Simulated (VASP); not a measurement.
# Pd (I4/mmm) in VASP: further runs, part 2 of 2

VASP 6.6.1. The steps go on from the part before.

### Step 5. Single point, PBEsol (strain +0.025 along x and y, +0.000 along z)

File INCAR:

```
  PREC = Accurate
  ENCUT = 520
  EDIFF = 1E-6
  ISMEAR = 0
  SIGMA = 0.15
  LREAL = False
  LASPH = True
  NELM = 80
  ALGO = Fast
  ISIF = 2
  LWAVE = False
  LCHARG = False
  GGA = PS
  NBANDS = 11
```

File KPOINTS:

```
Automatic mesh
0
Gamma
  20 20 20
```

File POSCAR:

```
Pd
1.0
    0.0000000000      1.9935225000      1.9449000000
    1.9935225000      0.0000000000      1.9449000000
    1.9935225000      1.9935225000      0.0000000000
Pd
1
Direct
    0.0000000000      0.0000000000      0.0000000000
```

Potentials or basis: VASP PAW PBE potentials, release 64 (Pd).

On the command line:

```console
$ cat potpaw_PBE.64/Pd/POTCAR > POTCAR
$ mpirun -np 1 vasp_std > vasp.out
```

OUTCAR:

```text
PREC = Accurate
   ENCUT = 520
   EDIFF = 1E-6
   ISMEAR = 0
   LREAL = False
   LASPH = True
   NELM = 80
   ISIF = 2
   GGA = PS

 ion  position               nearest neighbor table
   1  0.000  0.000  0.000-

  LATTYP: Found a body centered tetragonal cell.
 ALAT       =     2.8192665564
 C/A-ratio  =     1.3797205487

  Lattice vectors:

 A1 = (   0.0000000000,  -1.9935225000,  -1.9449000000)
 A2 = (   0.0000000000,   1.9935225000,  -1.9449000000)
 A3 = (   1.9935225000,   0.0000000000,   1.9449000000)

Analysis of symmetry for initial positions (statically):
=====================================================================
 Subroutine PRICEL returns:
 Original cell was already a primitive cell.

 Routine SETGRP: Setting up the symmetry group for a
 body centered tetragonal supercell.

 Subroutine GETGRP returns: Found 16 space group operations
 (whereof 16 operations were pure point group operations)
 out of a pool of 16 trial point group operations.

The static configuration has the point symmetry D_4h.

Analysis of symmetry for dynamics (positions and initial velocities):
=====================================================================
 Subroutine PRICEL returns:
 Original cell was already a primitive cell.

 Routine SETGRP: Setting up the symmetry group for a
 body centered tetragonal supercell.

 Subroutine GETGRP returns: Found 16 space group operations
 (whereof 16 operations were pure point group operations)
 out of a pool of 16 trial point group operations.

The dynamic configuration has the point symmetry D_4h.

 Subroutine INISYM returns: Found 16 space group operations
 (whereof 16 operations are pure point group operations),
 and found     1 'primitive' translations

----------------------------------------------------------------------------------------

                                     Primitive cell

  volume of cell :      15.4586
[... 113 lines left out ...]
   LHFCALC =     F    Hartree Fock is set to
   AEXX    =    0.0000 exact exchange contribution
   IVDW    =     0    specifies the selected vdW correction
   LEPSILON=     F    determine dielectric tensor
   LRPA    =     F    only Hartree local field effects (RPA)
 non-spin polarized calculation
 RMM-DIIS sequential band-by-band and
 Gauss-broadening in eV      SIGMA  =   0.15
  energy-cutoff  :      520.00
  volume of cell :       15.46
 maximum number of plane-waves:       436
 NGX is ok and might be reduce to    24
   NGX = 11   NGY = 11   NGZ = 11

 number of electron      10.0000000 magnetization

 number of electron       9.9999999 magnetization

 Free energy of the ion-electron system (eV)
  ---------------------------------------------------
  ext. energy  EPLUGINS =         0.00000000
  ---------------------------------------------------
  free energy    TOTEN  =        -5.93967365 eV

  energy without entropy =       -5.91076724  energy(sigma->0) =       -5.92522045

 E-fermi :   8.8418     XC(G=0): -13.0914

 val. band max:        8.8395237646   @ k =  -0.2500   0.3500   0.2500
 cond. band min:       8.8447516707   @ k =   0.3500   0.2500   0.0000
 fundamental gap:      0.0052279061
 Fermi energy:         8.8418023816

 k-point     1 :       0.0000    0.0000    0.0000
  band No.  band energies     occupation
      1       1.9676      2.00000
      2       6.1259      2.00000
      3       6.1259      2.00000
      4       6.3415      2.00000
      5       7.5932      2.00000
      6       7.8138      2.00000
      7      25.9520      0.00000
      8      30.2652      0.00000
      9      30.2652      0.00000
     10      30.8071      0.00000
     11      35.4991      0.00000
[... 309 lines left out ...]
 k-point    24 :      -0.3500    0.0500    0.0000
  band No.  band energies     occupation
      1       3.9965      2.00000
      2       6.2258      2.00000
      3       6.3588      2.00000
      4       7.5067      2.00000
      5       8.3122      2.00000
      6       8.9103      0.51869
      7      18.7570      0.00000
      8      25.9195      0.00000
      9      29.4910      0.00000
     10      30.7719      0.00000
     11      34.6931      0.00000

 [... further k-points ...]

------------------------ aborting loop because EDIFF is reached ----------------------------------------

  FORCE on cell =-STRESS in cart. coord.  units (eV):
  Direction    XX          YY          ZZ          XY          YZ          ZX
  --------------------------------------------------------------------------------------
  -------------------------------------------------------------------------------------
  Total       -1.0591458     -1.0591458     -0.9581342      0.0000000     -0.0000000      0.0000000
  in kB     -109.7733116   -109.7733116    -99.3041443      0.0000000     -0.0000000      0.0000000
  external PRESSURE =    -106.2835892 kB  Pullay stress =       0.0000000 kB

 VOLUME and BASIS-vectors are now :
 -----------------------------------------------------------------------------
  energy-cutoff  :      520.00
  volume of cell :       15.46
      direct lattice vectors                 reciprocal lattice vectors
     0.000000000  1.993522500  1.944900000    -0.250812318  0.250812318  0.257082626
     1.993522500  0.000000000  1.944900000     0.250812318 -0.250812318  0.257082626
     1.993522500  1.993522500  0.000000000     0.250812318  0.250812318 -0.257082626

 POSITION                                       TOTAL-FORCE (eV/Angst)
 -----------------------------------------------------------------------------------
      0.00000      0.00000      0.00000         0.000000      0.000000     -0.000000
 -----------------------------------------------------------------------------------
    total drift:                               -0.000000      0.000000     -0.000000

  FREE ENERGIE OF THE ION-ELECTRON SYSTEM (eV)
  ---------------------------------------------------
  free  energy   TOTEN  =        -5.9396736535 eV

  energy  without entropy=       -5.9107672420  energy(sigma->0) =       -5.92522045
```

It took 67 s on 1 thread of Intel Xeon Platinum 8375C at 2.90GHz (Ice Lake), shared host; peak memory 0.23 GiB.

What came out:

* Free energy: -5.9397 eV
* Pressure: -10.6 GPa
* Band gap on the k mesh: zero (band 5 reaches 9.17 eV, above the bottom of band 6 at 7.67 eV)

Stress tensor (GPa, compression positive):
```
-10.98   0.00   0.00
  0.00 -10.98   0.00
  0.00   0.00  -9.93
```

Levels at points of the mesh, in eV from the Fermi level:
```
           k point  band 2  band 3  band 4  band 5  band 6  band 7  band 8  band 9
(0.00, 0.00, 0.00)   -2.72   -2.72   -2.50   -1.25   -1.03   17.11   21.42   21.42
(0.50, 0.00, 0.00)   -2.79   -2.58   -0.07    0.03    1.03    6.90   16.42   20.29
(0.50, 0.50, 0.00)   -4.76   -0.05    0.27    0.27    3.58   10.67   12.56   12.56
(0.50, 0.00, 0.50)   -4.76   -0.05    0.19    0.33    3.11   10.02   12.96   13.08
```

Caveat: the cell differs from its parent crystal (strain +0.025 along x and y, +0.000 along z); the PAW data sets were made with another functional, which shifts forces and pressure a little.

### Step 6. Single point, PBEsol (strain +0.025 along x and y, +0.050 along z)

File INCAR:

```
SYSTEM = Pd
ALGO = Normal
EDIFF = 1E-6
ENCUT = 520
GGA = PS
ISIF = 2
ISMEAR = 0
LASPH = .True.
LCHARG = .False.
LREAL = .False.
LWAVE = .False.
NBANDS = 11
NELM = 100
PREC = Accurate
SIGMA = 0.15
```

File KPOINTS:

```
k-points
0
Gamma
  20 20 20
  0 0 0
```

File POSCAR:

```
Pd
1.0
    0.0000000000      1.9935225000      2.0421450000
    1.9935225000      0.0000000000      2.0421450000
    1.9935225000      1.9935225000      0.0000000000
Pd
1
Direct
    0.0000000000      0.0000000000      0.0000000000
```

Potentials or basis: VASP PAW PBE potentials, release 64 (Pd).

On the command line:

```console
$ cat potpaw_PBE.64/Pd/POTCAR > POTCAR
$ mpirun -np 1 vasp_std > vasp.out
```

Wall time 51 s (1 thread of Intel Xeon Platinum 8375C at 2.90GHz (Ice Lake), shared host); peak memory 0.24 GiB.

It converged, with:

- Free energy: -5.8734 eV
- Pressure: -16.6 GPa
- Band gap on the k mesh: zero (band 5 reaches 8.39 eV, above the bottom of band 6 at 6.98 eV)

Stress tensor (GPa, compression positive):
```
-16.30   0.00   0.00
  0.00 -16.30   0.00
  0.00   0.00 -17.28
```

Levels at points of the mesh, in eV from the Fermi level:
| k point | band 1 | band 2 | band 3 | band 4 | band 5 | band 6 | band 7 | band 8 | band 9 | band 10 |
| --- | --- | --- | --- | --- | --- | --- | --- | --- | --- | --- |
| (0.00, 0.00, 0.00) | -6.52 | -2.58 | -2.38 | -2.38 | -1.16 | -0.95 | 17.05 | 20.96 | 21.42 | 21.42 |
| (0.50, 0.00, 0.00) | -4.63 | -2.57 | -2.38 | -0.07 | 0.01 | 1.14 | 6.55 | 16.35 | 19.83 | 20.33 |
| (0.50, 0.50, 0.00) | -4.66 | -4.42 | -0.04 | 0.23 | 0.23 | 2.99 | 9.36 | 12.89 | 12.89 | 20.39 |
| (0.50, 0.00, 0.50) | -4.65 | -4.40 | -0.05 | 0.17 | 0.31 | 3.42 | 9.97 | 12.41 | 12.50 | 19.99 |

Caveat: the cell differs from its parent crystal (strain +0.025 along x and y, +0.050 along z); the PAW data sets were made with another functional, which shifts forces and pressure a little.

### Step 7. Summary

```csv
cell,gap on the mesh (eV),pressure (GPa)
"a = 2.787, b = 2.787, c = 2.682 Å, angles 61.2, 61.2, 57.5°, 1 atom",none,-1.6
"a = 2.785, b = 2.785, c = 2.751 Å, angles 60.4, 60.4, 59.2°, 1 atom",none,-6.8
"a = 2.820, b = 2.820, c = 2.751 Å, angles 60.8, 60.8, 58.4°, 1 atom",none,-10.4
"a = 2.785, b = 2.785, c = 2.819 Å, angles 59.6, 59.6, 60.8°, 1 atom",none,-10.6
"a = 2.854, b = 2.854, c = 2.819 Å, angles 60.4, 60.4, 59.2°, 1 atom",none,-16.6
```

Alike in all rows: task single point; level PBEsol; potentials or basis VASP PAW PBE potentials, release 64 (Pd); no spin polarisation; k mesh 20 × 20 × 20; cutoff (eV) 520; smearing gaussian 0.15 eV.

Caveats: the PAW data sets were made with another functional, which shifts forces and pressure a little.

Absolute energies hang on the potentials; compare differences alone.
